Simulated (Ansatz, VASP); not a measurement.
**Two plane-wave programs on HfN**

The input POSCAR:

```
HfN
1.0
    3.0971365670      0.0000000000      0.0000000000
   -1.5485682835      2.6821989460      0.0000000000
    0.0000000000      0.0000000000      5.2624876204
Hf N
2 2
Direct
    0.6666666667      0.3333333333      0.7500000000
    0.3333333333      0.6666666667      0.2500000000
    0.0000000000      0.0000000000      0.0000000000
    0.0000000000      0.0000000000      0.5000000000
```

The input INCAR.step1:

```
SYSTEM = HfN
PREC     = Accurate       ! precision mode
ENCUT    = 520            ! plane-wave cutoff, eV
ISMEAR   = 0              ! smearing method
SIGMA    = 0.15           ! smearing width, eV
LREAL    = .False.        ! projectors in reciprocal space
LASPH    = .True.         ! aspherical terms in the spheres
NELM     = 80             ! most SCF steps
NBANDS   = 23             ! bands
GGA      = PE             ! functional
ALGO     = Normal         ! electronic algorithm
EDIFF    = 1E-4           ! SCF threshold, eV
LWAVE    = .True.         ! write WAVECAR
LCHARG   = .False.        ! write CHGCAR
```

Contents of INCAR.step2:

```
SYSTEM = HfN
PREC     = Accurate       ! precision mode
ENCUT    = 520            ! plane-wave cutoff, eV
EDIFF    = 1E-6           ! SCF threshold, eV
ISMEAR   = 0              ! smearing method
SIGMA    = 0.15           ! smearing width, eV
LREAL    = .False.        ! projectors in reciprocal space
LASPH    = .True.         ! aspherical terms in the spheres
NELM     = 80             ! most SCF steps
ALGO     = Normal         ! electronic algorithm
ISIF     = 2              ! what is computed and relaxed
LWAVE    = .False.        ! write WAVECAR
LCHARG   = .True.         ! write CHGCAR
METAGGA  = R2SCAN         ! meta-GGA
LMIXTAU  = .True.       
LELF     = .True.         ! ELF
LVHAR    = .True.       
NBANDS   = 23             ! bands
ISTART   = 1
```

Contents of KPOINTS:

```
regular mesh
0
Gamma
  18 18 10
  0 0 0
```

Input for Ansatz:

```yaml
crystal:
  lattice:
    - [3.097136567, 0.0, 0.0]
    - [-1.5485682835, 2.682198946, 0.0]
    - [0.0, 0.0, 5.2624876204]
  atoms:
    - { symbol: Hf, position: [0.6666666667, 0.3333333333, 0.75] }
    - { symbol: Hf, position: [0.3333333333, 0.6666666667, 0.25] }
    - { symbol: "N", position: [0.0, 0.0, 0.0] }
    - { symbol: "N", position: [0.0, 0.0, 0.5] }
basis:
  ecutwfc: 500
kpoints:
  mp_grid: { grid: [18, 18, 10] }
hamiltonian:
  xc: r2scan
scf:
  occupations: { method: gaussian, width: 0.15 }
output:
  forces: true
  stress: true
  eigenvalues: true
```

Change from the starting cell: strain -0.015 along x and y, -0.030 along z, atoms carried along.

Alike in both runs: task single point; functional r2SCAN; k mesh 18 × 18 × 10; occupations gaussian, width 0.15 eV; no spin polarisation.

```csv
,VASP,Ansatz
version,VASP 6.6.1,Ansatz 0.2.0
potentials or method,"VASP PAW PBE potentials, release 64 (Hf_pv, N), cutoff 520 eV","scalar-relativistic, plane waves, PAW"
valence electrons in the cell,30,62
```

```csv
,VASP,Ansatz,Ansatz less VASP
gap on the k mesh at the Fermi level (eV),none,none,-
pressure (GPa),16.4,19.1,+2.64
"traceless stress, the component that is largest in VASP (GPa)",5.45,5.27,-0.177
```

VASP's potentials were made for PBE, not for r2SCAN. A gap of «none» marks a metal or a gap that the smearing closes. The functional is the same, so the differences come from potentials, cutoffs and numerics. VASP's potentials hold 30 valence electrons a cell and Ansatz's 62, so a difference there can come from the potentials and not from the codes.

Spin-orbit coupling is off throughout.
